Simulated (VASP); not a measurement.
ZrSn3O8:

```xyz
12
Lattice="3.4519 -3.4519 0.0000 3.4519 3.4519 0.0000 0.0000 0.0000 6.5725" Properties=species:S:1:pos:R:3 pbc="T T T"
Zr    3.4519    0.0000    0.0000
Sn    0.0000    0.0000    4.9293
Sn    3.4519    0.0000    3.2862
Sn    0.0000    0.0000    1.6431
O     1.3395    0.0000    0.0000
O     5.5643    0.0000    0.0000
O     3.4519   -1.3395    4.9293
O     3.4519    1.3395    4.9293
O     1.3395    0.0000    3.2862
O     5.5643    0.0000    3.2862
O     3.4519   -1.3395    1.6431
O     3.4519    1.3395    1.6431
```

| Item | Value |
| --- | --- |
| Program | VASP 6.6.1 |
| Task | relaxation of cell and atoms |
| Functional | PBE |
| Potentials or basis | VASP PAW PBE potentials, release 64 (Zr_sv, Sn_d, O) |
| Cutoff | 600 eV |
| k mesh | 6 × 6 × 4 |
| Occupations | fermi-dirac, width 0.02 eV |
| Spin | no spin polarisation |

At the start: pressure -4.1 GPa; volume 13.05 Å³/atom.

How do energy, volume and symmetry change on relaxing?

Over 9 steps the energy falls by 4.7 meV/atom and the volume is 12.75 Å³/atom (-2.3 %); space group Cmmm (No. 65, to 0.1 Å) before and after.

Step by step:
| step | energy change (eV) | largest force (eV/Å) | pressure (GPa) | volume (Å³) |
| --- | --- | --- | --- | --- |
| 1 | 0.0000 | 0.3060 | -4.07 | 156.63 |
| 2 | 0.0133 | 0.2409 | 5.31 | 149.23 |
| 3 | -0.0533 | 0.1418 | 0.12 | 153.07 |
| 4 | -0.0560 | 0.0502 | -0.05 | 153.10 |
| 5 | -0.0560 | 0.0417 | -0.04 | 153.09 |
| 6 | -0.0562 | 0.0224 | 0.02 | 153.04 |
| 7 | -0.0562 | 0.0128 | 0.00 | 153.04 |
| 8 | -0.0563 | 0.0052 | 0.00 | 153.04 |
| 9 | -0.0563 | 0.0027 | 0.01 | 153.04 |

Final structure:
```
Zr Sn O
1.0
     3.43804   -3.42230    0.00000
     3.43804    3.42230    0.00000
     0.00000    0.00000    6.50362
Zr Sn O
1 3 8
Cartesian
  3.4380 0.0000 0.0000
  0.0000 0.0000 4.8717
  3.4380 0.0000 3.2518
  0.0000 0.0000 1.6319
  1.3242 0.0000 0.0000
  5.5519 0.0000 0.0000
  3.4380 -1.3322 4.8707
  3.4380 1.3322 4.8707
  1.3397 0.0000 3.2518
  5.5364 0.0000 3.2518
  3.4380 -1.3322 1.6329
  3.4380 1.3322 1.6329
```
